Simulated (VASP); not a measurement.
# Re (P6_3/mmc) in VASP: further runs

The runs below take Re through electric field gradients, with PBEsol, r2SCAN.

Everything below comes from runs of VASP 6.6.1. Logs are shortened: lines on timing, memory, paths and dates and some standing lists are left out, and cuts for length are marked.

## (1) The cell of the first run

It takes space group P6_3/mmc (No. 194, hexagonal). Conventional cell: a = 2.568 Å, b = 2.568 Å, c = 4.106 Å, α = 90.00°, β = 90.00°, γ = 120.00°. Re (site symmetry -6m2) has 12 Re at 2.53 to 2.57 Å within 3.3 Å.

## (2) Electric field gradients, PBEsol (11.72 Å³/atom)

File INCAR:

```
  PREC = Accurate
  ENCUT = 520
  EDIFF = 1E-8
  ISMEAR = -1
  SIGMA = 0.05
  LREAL = F
  LASPH = T
  NELM = 60
  ALGO = Normal
  ISIF = 2
  LWAVE = F
  LCHARG = F
  GGA = PS
  LEFG = T
  NBANDS = 14
```

File KPOINTS:

```
Automatic mesh
0
Gamma
  18 18 10
```

File POSCAR:

```
Re
1.0
    2.5677224212      0.0000000000      0.0000000000
   -1.2838612106      2.2237128466      0.0000000000
    0.0000000000      0.0000000000      4.1057498614
Re
2
Direct
    0.3333333333      0.6666666667      0.2500000000
    0.6666666667      0.3333333333      0.7500000000
```

Potentials or basis: VASP PAW PBE potentials, release 64 (Re).

On the command line:

```console
cat potpaw_PBE.64/Re/POTCAR > POTCAR
mpirun -np 1 vasp_std > vasp.out
```

OUTCAR:

```text
PREC = Accurate
   ENCUT = 520
   EDIFF = 1E-8
   ISMEAR = -1
   LREAL = F
   LASPH = T
   NELM = 60
   ISIF = 2
   GGA = PS

 ion  position               nearest neighbor table
   1  0.333  0.667  0.250-   2 2.53   2 2.53   2 2.53   2 2.53   2 2.53   2 2.53
   2  0.667  0.333  0.750-   1 2.53   1 2.53   1 2.53   1 2.53   1 2.53   1 2.53

  LATTYP: Found a hexagonal cell.
 ALAT       =     2.5677224212
 C/A-ratio  =     1.5989850879

  Lattice vectors:

 A1 = (   2.5677224212,   0.0000000000,   0.0000000000)
 A2 = (  -1.2838612106,   2.2237128466,   0.0000000000)
 A3 = (   0.0000000000,   0.0000000000,   4.1057498614)

Analysis of symmetry for initial positions (statically):
=====================================================================
 Subroutine PRICEL returns:
 Original cell was already a primitive cell.

 Routine SETGRP: Setting up the symmetry group for a
 hexagonal supercell.

 Subroutine GETGRP returns: Found 24 space group operations
 (whereof 12 operations were pure point group operations)
 out of a pool of 24 trial point group operations.

The static configuration has the point symmetry D_3d.
 The point group associated with its full space group is D_6h.

Analysis of symmetry for dynamics (positions and initial velocities):
=====================================================================
 Subroutine PRICEL returns:
 Original cell was already a primitive cell.

 Routine SETGRP: Setting up the symmetry group for a
 hexagonal supercell.

 Subroutine GETGRP returns: Found 24 space group operations
 (whereof 12 operations were pure point group operations)
 out of a pool of 24 trial point group operations.

The dynamic configuration has the point symmetry D_3d.
 The point group associated with its full space group is D_6h.

 Subroutine INISYM returns: Found 24 space group operations
 (whereof 12 operations are pure point group operations),
 and found     1 'primitive' translations

----------------------------------------------------------------------------------------

                                     Primitive cell

  volume of cell :      23.4433

  direct lattice vectors                    reciprocal lattice vectors
     2.567722421  0.000000000  0.000000000     0.389450196  0.224849175  0.000000000
    -1.283861211  2.223712847  0.000000000     0.000000000  0.449698351  0.000000000
     0.000000000  0.000000000  4.105749861     0.000000000  0.000000000  0.243560868

  length of vectors
     2.567722421  2.567722421  4.105749861     0.449698351  0.449698351  0.243560868

  position of ions in fractional coordinates (direct lattice)
     0.333333333  0.666666667  0.250000000
     0.666666667  0.333333333  0.750000000

  ion indices of the primitive-cell ions
   primitive index   ion index
                 1           1
                 2           2

----------------------------------------------------------------------------------------

 KPOINTS: Automatic mesh

Automatic generation of k-mesh.
 Grid dimensions read from file:
 generate k-points for:   18   18   10

 Generating k-lattice:

  Cartesian coordinates                     Fractional coordinates (reciprocal lattice)
     0.021636122  0.012491621  0.000000000     0.055555556 -0.000000000  0.000000000
     0.000000000  0.024983242  0.000000000     0.000000000  0.055555556  0.000000000
     0.000000000  0.000000000  0.024356087     0.000000000  0.000000000  0.100000000

  Length of vectors
     0.024983242  0.024983242  0.024356087

  Shift w.r.t. Gamma in fractional coordinates (k-lattice)
     0.000000000  0.000000000  0.000000000

 Subroutine IBZKPT returns following result:
 ===========================================

 Found    222 irreducible k-points:

 Following reciprocal coordinates:
[... 34 lines left out ...]
 SYSTEM =  unknown system
   PREC   = accura    normal or accurate (medium, high low for compatibility)
   ISTART =      0    job   : 0-new  1-cont  2-samecut
   ICHARG =      2    charge: 1-file 2-atom 10-const
   ISPIN  =      1    spin polarized calculation?
   LNONCOLLINEAR =      F non collinear calculations
   LSORBIT =      F    spin-orbit coupling
   LASPH  =      T    aspherical Exc in radial PAW
   ENCUT  =  520.0 eV  38.22 Ry    6.18 a.u.   4.77  4.77  7.63*2*pi/ulx,y,z
   NELM   =     60;   NELMIN=  2; NELMDL= -5     # of ELM steps
   EDIFF  = 0.1E-07   stopping-criterion for ELM
   LREAL  =      F    real-space projection
   EDIFFG = 0.1E-06   stopping-criterion for IOM
   NSW    =      0    number of steps for IOM
   IBRION =     -1    ionic relax: 0-MD 1-quasi-New 2-CG
   NFREE  =      0    steps in history (QN), initial steepest desc. (CG)
   ISIF   =      2    stress and relaxation
   ISYM   =      2    0-nonsym 1-usesym 2-fastsym
   POTIM  = 0.5000    time-step for ionic-motion
   TEBEG  =    0.0;   TEEND  =   0.0 temperature during run
   PSTRESS=    0.0 pullay stress
   NELECT =      14.0000    total number of electrons
   NUPDOWN=      -1.0000    fix difference up-down
   EMIN   =  10.00;   EMAX   =-10.00  energy-range for DOS
   EFERMI =   0.00;   METHOD = LEGACY
   ISMEAR =    -1;   SIGMA  =   0.05  broadening in eV -4-tet -1-fermi 0-gaus
   EFERMI_NEDOS =   21; number of points for ismear=-14 and -15
   IALGO  =     38    algorithm
   IMIX   =      4    mixing-type and parameters
     AMIX     =   0.40;   BMIX     =  1.00
     AMIX_MAG =   1.60;   BMIX_MAG =  1.00
  volume/ion in A,a.u.               =      11.72        79.10
  Fermi-wavevector in a.u.,A,eV,Ry     =   1.378620  2.605213 25.859121  1.900592
  Thomas-Fermi vector in A             =   2.503664
   LORBIT       =      0    0 simple, 1 ext, 2 COOP (PROOUT), +10 PAW based schemes
   GGA     = PS    functional components
   LHFCALC =     F    Hartree Fock is set to
   AEXX    =    0.0000 exact exchange contribution
   IVDW    =     0    specifies the selected vdW correction
   LEPSILON=     F    determine dielectric tensor
   LRPA    =     F    only Hartree local field effects (RPA)
 non-spin polarized calculation
  energy-cutoff  :      520.00
  volume of cell :       23.44
 maximum number of plane-waves:       656
 NGX is ok and might be reduce to    20
   NGX =  9   NGY =  9   NGZ = 15

 number of electron      13.9999999 magnetization

 Free energy of the ion-electron system (eV)
  ---------------------------------------------------
  ext. energy  EPLUGINS =         0.00000000
  ---------------------------------------------------
  free energy    TOTEN  =       -24.70236617 eV

  energy without entropy =      -24.69175808  energy(sigma->0) =      -24.69706212

 E-fermi :  10.8125     XC(G=0): -15.0892

 val. band max:       10.8109587302   @ k =   0.2778   0.0556   0.5000
 cond. band min:      10.8127509610   @ k =   0.1667   0.1111   0.0000
 fundamental gap:      0.0017922309
 Fermi energy:        10.8124600775

 k-point     1 :       0.0000    0.0000    0.0000
  band No.  band energies     occupation
      1      -0.6365      2.00000
      2       2.2758      2.00000
      3       8.4316      2.00000
      4       8.4316      2.00000
      5       8.6604      2.00000
      6       9.6805      2.00000
      7       9.6805      2.00000
      8      10.8235      0.88964
      9      10.8235      0.88964
     10      12.3776      0.00000
     11      15.2910      0.00000
     12      15.2910      0.00000
     13      24.0680      0.00000
     14      25.1089      0.00000
[... 377 lines left out ...]
      1       3.2782      2.00000
      2       3.7695      2.00000
      3       4.0112      2.00000
      4       7.7531      2.00000
      5       8.3225      2.00000
      6       9.1666      2.00000
      7      10.1137      2.00000
      8      15.2209      0.00000
      9      15.9741      0.00000
     10      16.6175      0.00000
     11      18.6200      0.00000
     12      22.0515      0.00000
     13      23.8687      0.00000
     14      24.3626      0.00000

 [... further k-points ...]

------------------------ aborting loop because EDIFF is reached ----------------------------------------

  FORCE on cell =-STRESS in cart. coord.  units (eV):
  Direction    XX          YY          ZZ          XY          YZ          ZX
  --------------------------------------------------------------------------------------
  -------------------------------------------------------------------------------------
  Total       19.9315670     19.9315670     21.2423160     -0.0000000     -0.0000000      0.0000000
  in kB     1362.1745500   1362.1745500   1451.7545037     -0.0000000     -0.0000000      0.0000000
  external PRESSURE =    1392.0345346 kB  Pullay stress =       0.0000000 kB

 VOLUME and BASIS-vectors are now :
 -----------------------------------------------------------------------------
  energy-cutoff  :      520.00
  volume of cell :       23.44
      direct lattice vectors                 reciprocal lattice vectors
     2.567722421  0.000000000  0.000000000     0.389450196  0.224849175  0.000000000
    -1.283861211  2.223712847  0.000000000     0.000000000  0.449698351  0.000000000
     0.000000000  0.000000000  4.105749861     0.000000000  0.000000000  0.243560868

 POSITION                                       TOTAL-FORCE (eV/Angst)
 -----------------------------------------------------------------------------------
     -0.00000      1.48248      1.02644        -0.000000      0.000000      0.000000
      1.28386      0.74124      3.07931         0.000000     -0.000000      0.000000
 -----------------------------------------------------------------------------------
    total drift:                                0.000000     -0.000000     -0.000000

  FREE ENERGIE OF THE ION-ELECTRON SYSTEM (eV)
  ---------------------------------------------------
  free  energy   TOTEN  =       -24.7023661744 eV

  energy  without entropy=      -24.6917580752  energy(sigma->0) =      -24.69706212

 Electric field gradients (V/A^2)
---------------------------------------------------------------------
 ion       V_xx      V_yy      V_zz      V_xy      V_xz      V_yz
---------------------------------------------------------------------
   1      55.222    55.222  -110.445     0.000     0.000    -0.000
   2      55.222    55.222  -110.445     0.000    -0.000     0.000
---------------------------------------------------------------------

 Electric field gradients after diagonalization (V/A^2)
 (convention: |V_zz| > |V_xx| > |V_yy|)
----------------------------------------------------------------------
 ion       V_xx      V_yy      V_zz     asymmetry (V_yy - V_xx)/ V_zz
----------------------------------------------------------------------
   1      55.222    55.222  -110.445       0.000
   2      55.222    55.222  -110.445       0.000
----------------------------------------------------------------------

           NMR quadrupolar parameters

 Cq : quadrupolar parameter    Cq=e*Q*V_zz/h
 eta: asymmetry parameters     (V_yy - V_xx)/ V_zz
 Q  : nuclear electric quadrupole moment in mb (millibarn)
----------------------------------------------------------------------
 ion       Cq(MHz)       eta       Q (mb)
----------------------------------------------------------------------
   1      -0.267       0.000       1.000
   2      -0.267       0.000       1.000
----------------------------------------------------------------------
```

Run time: 93 s. Hardware: 1 thread of Intel Xeon 8259CL, shared host; peak memory 0.19 GiB.

What came out:

- Free energy: -24.7024 eV
- Pressure: 139.2 GPa
- Band gap on the k mesh: zero (bands 7 and 8 overlap by 5.05 eV)
- Largest electric field gradient by atom: Re -110.4 V/Å²

Stress tensor (GPa, compression positive):
```
136.22   0.00   0.00
  0.00 136.22   0.00
  0.00   0.00 145.18
```

Electric field gradients, principal values (V/Å²):
```
atom   least  middle  greatest (by size)
1 Re  55.222  55.222            -110.445
2 Re  55.222  55.222            -110.445
```

Caveat: the cell stands under pressure; without QUAD_EFG the Cq values of the log hold for a quadrupole moment of 1 mb, not for the nuclei; the PAW data sets were made with another functional, which shifts forces and pressure a little; spin-orbit coupling is left out, which moves the levels of the heavy elements.

## (3) Electric field gradients, r2SCAN

This run uses another cell than the first one, of 12.21 Å³/atom.

File POSCAR:

```
Re
1.0
    2.6029010724      0.0000000000      0.0000000000
   -1.3014505362      2.2541784522      0.0000000000
    0.0000000000      0.0000000000      4.1620000000
Re
2
Direct
    0.3333333333      0.6666666667      0.2500000000
    0.6666666667      0.3333333333      0.7500000000
```

File INCAR.step1:

```
ALGO = Normal
EDIFF = 1E-4
ENCUT = 520
GGA = PE
ISMEAR = -1
LASPH = T
LCHARG = F
LREAL = F
LWAVE = T
NBANDS = 14
NELM = 100
PREC = Accurate
SIGMA = 0.05
```

File INCAR.step2:

```
ALGO = Normal
EDIFF = 1E-8
ENCUT = 520
ISIF = 2
ISMEAR = -1
ISTART = 1
LASPH = T
LCHARG = F
LEFG = T
LMIXTAU = T
LREAL = F
LWAVE = F
METAGGA = R2SCAN
NBANDS = 14
NELM = 100
PREC = Accurate
SIGMA = 0.05
```

File KPOINTS:

```
k-points
0
Gamma
  18 18 10
```

Potentials or basis: VASP PAW PBE potentials, release 64 (Re).

On the command line:

```console
cat potpaw_PBE.64/Re/POTCAR > POTCAR
cp INCAR.step1 INCAR
mpirun -np 1 vasp_std > vasp.out
cp INCAR.step2 INCAR
mpirun -np 1 vasp_std > vasp.out
```

OUTCAR:

```text
EDIFF = 1E-8
   ENCUT = 520
   ISIF = 2
   ISMEAR = -1
   ISTART = 1
   LASPH = T
   LREAL = F
   METAGGA = R2SCAN
   NELM = 100
   PREC = Accurate

 ion  position               nearest neighbor table
   1  0.333  0.667  0.250-   2 2.57   2 2.57   2 2.57   2 2.57   2 2.57   2 2.57
   2  0.667  0.333  0.750-   1 2.57   1 2.57   1 2.57   1 2.57   1 2.57   1 2.57

  LATTYP: Found a hexagonal cell.
 ALAT       =     2.6029010724
 C/A-ratio  =     1.5989850879

  Lattice vectors:

 A1 = (   2.6029010724,   0.0000000000,   0.0000000000)
 A2 = (  -1.3014505362,   2.2541784522,   0.0000000000)
 A3 = (   0.0000000000,   0.0000000000,   4.1620000000)

Analysis of symmetry for initial positions (statically):
=====================================================================
 Subroutine PRICEL returns:
 Original cell was already a primitive cell.

 Routine SETGRP: Setting up the symmetry group for a
 hexagonal supercell.

 Subroutine GETGRP returns: Found 24 space group operations
 (whereof 12 operations were pure point group operations)
 out of a pool of 24 trial point group operations.

The static configuration has the point symmetry D_3d.
 The point group associated with its full space group is D_6h.

Analysis of symmetry for dynamics (positions and initial velocities):
=====================================================================
 Subroutine PRICEL returns:
 Original cell was already a primitive cell.

 Routine SETGRP: Setting up the symmetry group for a
 hexagonal supercell.

 Subroutine GETGRP returns: Found 24 space group operations
 (whereof 12 operations were pure point group operations)
[... 555 lines left out ...]
      5       7.5391      2.00000
      6       8.5062      2.00000
      7       9.4633      2.00000
      8      14.4911      0.00000
      9      15.2318      0.00000
     10      15.8358      0.00000
     11      17.7811      0.00000
     12      21.2862      0.00000
     13      23.3300      0.00000
     14      23.9362      0.00000

 [... further k-points ...]

------------------------ aborting loop because EDIFF is reached ----------------------------------------

  FORCE on cell =-STRESS in cart. coord.  units (eV):
  Direction    XX          YY          ZZ          XY          YZ          ZX
  --------------------------------------------------------------------------------------
  -------------------------------------------------------------------------------------
  Total       16.2482075     16.2482075     17.6466061     -0.0000000      0.0000000      0.0000000
  in kB     1066.0265136   1066.0265136   1157.7738680     -0.0000000      0.0000000      0.0000000
  external PRESSURE =    1096.6089651 kB  Pullay stress =       0.0000000 kB

 VOLUME and BASIS-vectors are now :
 -----------------------------------------------------------------------------
  energy-cutoff  :      520.00
  volume of cell :       24.42
      direct lattice vectors                 reciprocal lattice vectors
     2.602901072  0.000000000  0.000000000     0.384186710  0.221810301  0.000000000
    -1.301450536  2.254178452  0.000000000     0.000000000  0.443620601  0.000000000
     0.000000000  0.000000000  4.162000000     0.000000000  0.000000000  0.240269101

 POSITION                                       TOTAL-FORCE (eV/Angst)
 -----------------------------------------------------------------------------------
     -0.00000      1.50279      1.04050         0.000000     -0.000000      0.000000
      1.30145      0.75139      3.12150        -0.000000      0.000000      0.000000
 -----------------------------------------------------------------------------------
    total drift:                                0.000000     -0.000000     -0.000000

  FREE ENERGIE OF THE ION-ELECTRON SYSTEM (eV)
  ---------------------------------------------------
  free  energy   TOTEN  =      -103.4503311411 eV

  energy  without entropy=     -103.4400046494  energy(sigma->0) =     -103.44516790

 Electric field gradients (V/A^2)
---------------------------------------------------------------------
 ion       V_xx      V_yy      V_zz      V_xy      V_xz      V_yz
---------------------------------------------------------------------
   1      55.016    55.016  -110.033     0.000     0.000    -0.000
   2      55.016    55.016  -110.033     0.000    -0.000     0.000
---------------------------------------------------------------------

 Electric field gradients after diagonalization (V/A^2)
 (convention: |V_zz| > |V_xx| > |V_yy|)
----------------------------------------------------------------------
 ion       V_xx      V_yy      V_zz     asymmetry (V_yy - V_xx)/ V_zz
----------------------------------------------------------------------
   1      55.017    55.016  -110.033       0.000
   2      55.017    55.016  -110.033       0.000
----------------------------------------------------------------------

           NMR quadrupolar parameters

 Cq : quadrupolar parameter    Cq=e*Q*V_zz/h
 eta: asymmetry parameters     (V_yy - V_xx)/ V_zz
 Q  : nuclear electric quadrupole moment in mb (millibarn)
----------------------------------------------------------------------
 ion       Cq(MHz)       eta       Q (mb)
----------------------------------------------------------------------
   1      -0.266       0.000       1.000
   2      -0.266       0.000       1.000
----------------------------------------------------------------------
```

OUTCAR.step1:

```text
EDIFF = 1E-4
   ENCUT = 520
   GGA = PE
   ISMEAR = -1
   LASPH = T
   LREAL = F
[... 630 lines left out ...]
 -----------------------------------------------------------------------------------
     -0.00000      1.50279      1.04050        -0.000000      0.000000      0.000000
      1.30145      0.75139      3.12150         0.000000     -0.000000      0.000000
 -----------------------------------------------------------------------------------
    total drift:                                0.000000     -0.000000     -0.000000

  FREE ENERGIE OF THE ION-ELECTRON SYSTEM (eV)
  ---------------------------------------------------
  free  energy   TOTEN  =       -23.1916399532 eV

  energy  without entropy=      -23.1806355108  energy(sigma->0) =      -23.18613773
```

Run time: 6.6 min. Hardware: 1 thread of Intel Xeon 8259CL, shared host; peak memory 0.2 GiB.

Results:

```yaml
Free_energy: -103.4503 eV
Pressure: 109.7 GPa
Band_gap_on_the_k_mesh: zero (bands 7 and 8 overlap by 4.73 eV)
Largest_electric_field_gradient_by_atom: Re -110.0 V/Å²
```

Levels at points of the mesh, in eV from the Fermi level:
```tsv
k point	band 5	band 6	band 7	band 8	band 9	band 10
(0.00, 0.00, 0.00)	-2.06	-1.05	-1.05	0.07	0.07	1.36
(0.50, 0.00, 0.00)	-1.82	-1.62	-0.63	5.28	6.07	6.07
(0.00, 0.00, 0.50)	-2.45	-2.45	-2.45	-2.45	3.46	3.46
(0.50, 0.00, 0.50)	0.40	0.40	1.50	1.50	5.74	5.74
```

Electric field gradients, principal values (V/Å²):
| atom | least | middle | greatest (by size) |
| --- | --- | --- | --- |
| 1 Re | 55.016 | 55.017 | -110.033 |
| 2 Re | 55.016 | 55.017 | -110.033 |

Caveat: the cell stands under pressure; without QUAD_EFG the Cq values of the log hold for a quadrupole moment of 1 mb, not for the nuclei; the PAW data sets were made with another functional, which shifts forces and pressure a little; spin-orbit coupling is left out, which moves the levels of the heavy elements.
